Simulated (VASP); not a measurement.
# SnPt3 (R-3m) in VASP: electric field gradients with LDA

Aim: the electric field gradients of SnPt3 with LDA.

Everything below comes from runs of VASP 6.6.1. Logs are shortened: lines on timing, memory, paths and dates and some standing lists are left out, and cuts for length are marked.

## (1) The cell of the first run

It takes space group R-3m (No. 166, trigonal). Conventional cell: a = 5.600 Å, b = 5.600 Å, c = 7.067 Å, α = 90.00°, β = 90.00°, γ = 120.00°. Sn (site symmetry -3m) has 12 Pt at 2.80 to 2.86 Å within 3.7 Å. Within 3.7 Å of Pt (site symmetry 2/m) lie 4 Sn at 2.80 to 2.86 Å and 8 Pt at 2.80 to 2.86 Å.

## (2) Electric field gradients, LDA (equal xy, yz and zx shear strains of +2 %)

File INCAR:

```
SYSTEM = SnPt3
ALGO     = Normal         ! electronic algorithm
EDIFF    = 1E-8           ! SCF threshold, eV
ENCUT    = 520            ! plane-wave cutoff, eV
ISIF     = 2              ! what is computed and relaxed
ISMEAR   = -1             ! smearing method
LASPH    = .True.         ! aspherical terms in the spheres
LCHARG   = .False.        ! write CHGCAR
LEFG     = .True.       
LREAL    = .False.        ! projectors in reciprocal space
LWAVE    = .False.        ! write WAVECAR
NBANDS   = 30             ! bands
NELM     = 80             ! most SCF steps
PREC     = Accurate       ! precision mode
SIGMA    = 0.05           ! smearing width, eV
```

File KPOINTS:

```
k-points
0
Gamma
  8 8 8
  0 0 0
```

File POSCAR:

```
SnPt3
1.0
    4.0000000000      0.0400000000      0.0400000000
    0.0400000000      4.0000000000      0.0400000000
    0.0400000000      0.0400000000      4.0000000000
Sn Pt
1 3
Direct
    0.0000000000      0.0000000000      0.0000000000
    0.0000000000      0.5000000000      0.5000000000
    0.5000000000      0.0000000000      0.5000000000
    0.5000000000      0.5000000000      0.0000000000
```

Potentials or basis: VASP PAW LDA potentials, release 64 (Sn_d, Pt).

Launch:

```bash
cat potpaw_LDA.64/Sn_d/POTCAR potpaw_LDA.64/Pt/POTCAR > POTCAR
mpirun -np 1 vasp_std > vasp.out
```

OUTCAR:

```text
SYSTEM = SnPt3
   EDIFF = 1E-8
   ENCUT = 520
   ISIF = 2
   ISMEAR = -1
   LASPH = .True.
   LREAL = .False.
   NELM = 80
   PREC = Accurate

 ion  position               nearest neighbor table
   1  0.000  0.000  0.000-   2 2.80   3 2.80   2 2.80   4 2.80   3 2.80   4 2.80   2 2.86   2 2.86
                             3 2.86   4 2.86   3 2.86   4 2.86
   2  0.000  0.500  0.500-   1 2.80   4 2.80   1 2.80   3 2.80   3 2.80   4 2.80   1 2.86   1 2.86
                             3 2.86   4 2.86   4 2.86   3 2.86
   3  0.500  0.000  0.500-   1 2.80   4 2.80   2 2.80   4 2.80   1 2.80   2 2.80   1 2.86   4 2.86
                             2 2.86   4 2.86   1 2.86   2 2.86
   4  0.500  0.500  0.000-   2 2.80   3 2.80   1 2.80   3 2.80   1 2.80   2 2.80   1 2.86   3 2.86
                             2 2.86   3 2.86   2 2.86   1 2.86

  LATTYP: Found a trigonal (rhomboedric) cell.
 ALAT       =     4.0003999800
 COS(alpha) =     0.0200959808

  Lattice vectors:

 A1 = (   4.0000000000,   0.0400000000,   0.0400000000)
 A2 = (   0.0400000000,   4.0000000000,   0.0400000000)
 A3 = (   0.0400000000,   0.0400000000,   4.0000000000)

Analysis of symmetry for initial positions (statically):
=====================================================================
 Subroutine PRICEL returns:
 Original cell was already a primitive cell.

 Routine SETGRP: Setting up the symmetry group for a
 trigonal (rhombohedral) supercell.

 Subroutine GETGRP returns: Found 12 space group operations
 (whereof 12 operations were pure point group operations)
 out of a pool of 12 trial point group operations.

The static configuration has the point symmetry D_3d.

Analysis of symmetry for dynamics (positions and initial velocities):
=====================================================================
 Subroutine PRICEL returns:
 Original cell was already a primitive cell.

 Routine SETGRP: Setting up the symmetry group for a
 trigonal (rhombohedral) supercell.

 Subroutine GETGRP returns: Found 12 space group operations
 (whereof 12 operations were pure point group operations)
 out of a pool of 12 trial point group operations.

The dynamic configuration has the point symmetry D_3d.

 Subroutine INISYM returns: Found 12 space group operations
 (whereof 12 operations are pure point group operations),
 and found     1 'primitive' translations

----------------------------------------------------------------------------------------

                                     Primitive cell

  volume of cell :      63.9809

  direct lattice vectors                    reciprocal lattice vectors
     4.000000000  0.040000000  0.040000000     0.250049515 -0.002475738 -0.002475738
     0.040000000  4.000000000  0.040000000    -0.002475738  0.250049515 -0.002475738
     0.040000000  0.040000000  4.000000000    -0.002475738 -0.002475738  0.250049515

  length of vectors
     4.000399980  4.000399980  4.000399980     0.250074026  0.250074026  0.250074026

  position of ions in fractional coordinates (direct lattice)
     0.000000000  0.000000000  0.000000000
     1.000000000  0.500000000  0.500000000
     0.500000000  1.000000000  0.500000000
     0.500000000  0.500000000  1.000000000

  ion indices of the primitive-cell ions
   primitive index   ion index
                 1           1
                 2           2
                 3           3
                 4           4

----------------------------------------------------------------------------------------

 KPOINTS: k-points

Automatic generation of k-mesh.
 Grid dimensions read from file:
 generate k-points for:    8    8    8

 Generating k-lattice:

  Cartesian coordinates                     Fractional coordinates (reciprocal lattice)
[... 40 lines left out ...]
  0.375000  0.125000  0.125000      6.000000
 [... further k-points ...]
   k-points           NKPTS =     65   k-points in BZ     NKDIM =     65   number of bands    NBANDS=     30
   number of dos      NEDOS =    301   number of ions     NIONS =      4
   total plane-waves  NPLWV =  27000
   dimension x,y,z NGX =    30 NGY =   30 NGZ =   30
   dimension x,y,z NGXF=    60 NGYF=   60 NGZF=   60
   ions per type =               1   3
   NGX,Y,Z   is equivalent  to a cutoff of  12.47, 12.47, 12.47 a.u.
   NGXF,Y,Z  is equivalent  to a cutoff of  24.93, 24.93, 24.93 a.u.
 SYSTEM =  SnPt3
   PREC   = accura    normal or accurate (medium, high low for compatibility)
   ISTART =      0    job   : 0-new  1-cont  2-samecut
   ICHARG =      2    charge: 1-file 2-atom 10-const
   ISPIN  =      1    spin polarized calculation?
   LNONCOLLINEAR =      F non collinear calculations
   LSORBIT =      F    spin-orbit coupling
   LASPH  =      T    aspherical Exc in radial PAW
   ENCUT  =  520.0 eV  38.22 Ry    6.18 a.u.   7.44  7.44  7.44*2*pi/ulx,y,z
   NELM   =     80;   NELMIN=  2; NELMDL= -5     # of ELM steps
   EDIFF  = 0.1E-07   stopping-criterion for ELM
   LREAL  =      F    real-space projection
   EDIFFG = 0.1E-06   stopping-criterion for IOM
   NSW    =      0    number of steps for IOM
   IBRION =     -1    ionic relax: 0-MD 1-quasi-New 2-CG
   NFREE  =      0    steps in history (QN), initial steepest desc. (CG)
   ISIF   =      2    stress and relaxation
   ISYM   =      2    0-nonsym 1-usesym 2-fastsym
   POTIM  = 0.5000    time-step for ionic-motion
   TEBEG  =    0.0;   TEEND  =   0.0 temperature during run
   PSTRESS=    0.0 pullay stress
   NELECT =      44.0000    total number of electrons
   NUPDOWN=      -1.0000    fix difference up-down
   EMIN   =  10.00;   EMAX   =-10.00  energy-range for DOS
   EFERMI =   0.00;   METHOD = LEGACY
   ISMEAR =    -1;   SIGMA  =   0.05  broadening in eV -4-tet -1-fermi 0-gaus
   EFERMI_NEDOS =   21; number of points for ismear=-14 and -15
   IALGO  =     38    algorithm
   IMIX   =      4    mixing-type and parameters
     AMIX     =   0.40;   BMIX     =  1.00
     AMIX_MAG =   1.60;   BMIX_MAG =  1.00
  volume/ion in A,a.u.               =      16.00       107.94
  Fermi-wavevector in a.u.,A,eV,Ry     =   1.445026  2.730702 28.410312  2.088099
  Thomas-Fermi vector in A             =   2.563254
   LORBIT       =      0    0 simple, 1 ext, 2 COOP (PROOUT), +10 PAW based schemes
   GGA     = CA    functional components
   LHFCALC =     F    Hartree Fock is set to
   AEXX    =    0.0000 exact exchange contribution
   IVDW    =     0    specifies the selected vdW correction
   LEPSILON=     F    determine dielectric tensor
   LRPA    =     F    only Hartree local field effects (RPA)
 non-spin polarized calculation
  energy-cutoff  :      520.00
  volume of cell :       63.98
 maximum number of plane-waves:      1761
 NGX is ok and might be reduce to    30
   NGX = 15   NGY = 15   NGZ = 15

 number of electron      44.0000021 magnetization

 Free energy of the ion-electron system (eV)
  ---------------------------------------------------
  ext. energy  EPLUGINS =         0.00000000
  ---------------------------------------------------
  free energy    TOTEN  =       -28.56442245 eV

  energy without entropy =      -28.55487548  energy(sigma->0) =      -28.55964896

 E-fermi :  11.8091     XC(G=0): -13.3304

 val. band max:       11.7660775229   @ k =   0.5000   0.5000   0.3750
 cond. band min:      11.8099779280   @ k =   0.3750   0.3750   0.3750
 fundamental gap:      0.0439004052
 Fermi energy:        11.8091487530

 k-point     1 :       0.0000    0.0000    0.0000
  band No.  band energies     occupation
      1     -10.0723      2.00000
      2     -10.0723      2.00000
      3     -10.0621      2.00000
      4     -10.0541      2.00000
      5     -10.0541      2.00000
      6      -0.2478      2.00000
[... 781 lines left out ...]
     29      20.8292      0.00000
     30      21.4888      0.00000

 [... further k-points ...]
[... 5 lines left out ...]
  --------------------------------------------------------------------------------------
  -------------------------------------------------------------------------------------
  Total       -1.0315389     -1.0315389     -1.0315389     -0.6121525     -0.6121525     -0.6121525
  in kB      -25.8312634    -25.8312634    -25.8312634    -15.3292072    -15.3292072    -15.3292072
  external PRESSURE =     -25.8312634 kB  Pullay stress =       0.0000000 kB

 VOLUME and BASIS-vectors are now :
 -----------------------------------------------------------------------------
  energy-cutoff  :      520.00
  volume of cell :       63.98
      direct lattice vectors                 reciprocal lattice vectors
     4.000000000  0.040000000  0.040000000     0.250049515 -0.002475738 -0.002475738
     0.040000000  4.000000000  0.040000000    -0.002475738  0.250049515 -0.002475738
     0.040000000  0.040000000  4.000000000    -0.002475738 -0.002475738  0.250049515

 POSITION                                       TOTAL-FORCE (eV/Angst)
 -----------------------------------------------------------------------------------
      0.00000      0.00000      0.00000         0.000000      0.000000      0.000000
      0.04000      2.02000      2.02000        -0.000000     -0.000000     -0.000000
      2.02000      0.04000      2.02000         0.000000      0.000000      0.000000
      2.02000      2.02000      0.04000        -0.000000      0.000000      0.000000
 -----------------------------------------------------------------------------------
    total drift:                                0.000000      0.000000     -0.000000

  FREE ENERGIE OF THE ION-ELECTRON SYSTEM (eV)
  ---------------------------------------------------
  free  energy   TOTEN  =       -28.5644224465 eV

  energy  without entropy=      -28.5548754775  energy(sigma->0) =      -28.55964896

 Electric field gradients (V/A^2)
---------------------------------------------------------------------
 ion       V_xx      V_yy      V_zz      V_xy      V_xz      V_yz
---------------------------------------------------------------------
   1      -0.000     0.000     0.000    16.364    16.364    16.364
   2    -144.652    72.326    72.326    26.866    26.866     7.264
   3      72.326  -144.652    72.326    26.866     7.264    26.866
   4      72.326    72.326  -144.652     7.264    26.866    26.866
---------------------------------------------------------------------

 Electric field gradients after diagonalization (V/A^2)
 (convention: |V_zz| > |V_xx| > |V_yy|)
----------------------------------------------------------------------
 ion       V_xx      V_yy      V_zz     asymmetry (V_yy - V_xx)/ V_zz
----------------------------------------------------------------------
   1     -16.364   -16.364    32.729       0.000
   2      85.852    65.062  -150.914       0.138
   3      85.852    65.062  -150.914       0.138
   4      85.852    65.062  -150.914       0.138
----------------------------------------------------------------------

           NMR quadrupolar parameters

 Cq : quadrupolar parameter    Cq=e*Q*V_zz/h
 eta: asymmetry parameters     (V_yy - V_xx)/ V_zz
 Q  : nuclear electric quadrupole moment in mb (millibarn)
----------------------------------------------------------------------
 ion       Cq(MHz)       eta       Q (mb)
----------------------------------------------------------------------
   1       0.079       0.000       1.000
   2      -0.365       0.138       1.000
   3      -0.365       0.138       1.000
   4      -0.365       0.138       1.000
----------------------------------------------------------------------
```

Run time: 2.6 min. Hardware: 1 thread of Intel Xeon 8259CL, shared host; peak memory 0.23 GiB.

Results:

```yaml
Free_energy: -28.5644 eV
Pressure: -2.6 GPa
Band_gap_on_the_k_mesh: zero (bands 22 and 23 overlap by 0.53 eV)
Largest_electric_field_gradient_by_atom: Sn +32.7; Pt -150.9 V/Å²
```

Electric field gradients, principal values (V/Å²):
| atom | least | middle | greatest (by size) |
| --- | --- | --- | --- |
| 1 Sn | -16.364 | -16.364 | 32.729 |
| 2 Pt | 65.062 | 85.852 | -150.914 |
| 3 Pt | 65.062 | 85.852 | -150.914 |
| 4 Pt | 65.062 | 85.852 | -150.914 |

Caveat: the cell differs from its parent crystal (equal xy, yz and zx shear strains of +2 %); without QUAD_EFG the Cq values of the log hold for a quadrupole moment of 1 mb, not for the nuclei; spin-orbit coupling is left out, which moves the levels of the heavy elements.
